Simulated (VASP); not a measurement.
A run of VASP 6.6.1 is set up as follows.

File INCAR:

```
SYSTEM = InP
  PREC = Accurate
  ENCUT = 520
  EDIFF = 1E-6
  ISMEAR = 0
  SIGMA = 0.02
  LREAL = .False.
  LASPH = .True.
  NELM = 100
  ALGO = Normal
  ISIF = 2
  LWAVE = .False.
  LCHARG = .True.
  GGA = PS
  LELF = .True.
  LVHAR = .True.
  NBANDS = 16
```

The input KPOINTS:

```
regular mesh
0
Gamma
  10 10 10
  0 0 0
```

Contents of POSCAR:

```
InP
1.0
    0.0000000000      2.9392576383      2.9392576383
    2.9392576383      0.0000000000      2.9392576383
    2.9392576383      2.9392576383      0.0000000000
In P
1 1
Direct
    0.0000000000      0.0000000000      0.0000000000
    0.2500000000      0.2500000000      0.2500000000
```

Potentials or basis: VASP PAW PBE potentials, release 64 (In_d, P).

Launch:

```bash
$ cat potpaw_PBE.64/In_d/POTCAR potpaw_PBE.64/P/POTCAR > POTCAR
$ mpirun -np 1 vasp_std > vasp.out
```

Problem. What does it give for the band gap on the k mesh?

Solution. 0.57 eV, direct.

Problem. Estimate the pressure.

Solution. 0.0 GPa.

Caveat: the PAW data sets were made with another functional, which shifts forces and pressure a little; spin-orbit coupling is left out, which moves the levels of the heavy elements.
